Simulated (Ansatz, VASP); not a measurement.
AsPt: VASP beside Ansatz

```xyz
2
Lattice="0.0000 2.7749 2.7749 2.7749 0.0000 2.7749 2.7749 2.7749 0.0000" Properties=species:S:1:pos:R:3 pbc="T T T"
Pt    0.0000    0.0000    0.0000
As    1.3875    1.3875    1.3875
```

Alike in both runs: task single point; functional PBE; k mesh 12 × 12 × 12; occupations gaussian, width 0.05 eV; no spin polarisation.

```csv
,VASP,Ansatz
version,VASP 6.6.1,Ansatz 0.2.0
potentials or method,"VASP PAW PBE potentials, release 64 (Pt, As), cutoff 520 eV","scalar-relativistic, plane waves, PAW"
valence electrons in the cell,15,33
```

Ansatz gave:

* gap on the k mesh at the Fermi level (eV): none
* pressure (GPa): 4.8

Question: What did VASP give for the same quantities?

Answer: gap on the k mesh at the Fermi level (eV): none; pressure (GPa): 4.9.

A gap of «none» marks a metal or a gap that the smearing closes. VASP's potentials hold 15 valence electrons a cell and Ansatz's 33, so a difference there can come from the potentials and not from the codes.

Neither program's run includes spin-orbit coupling.
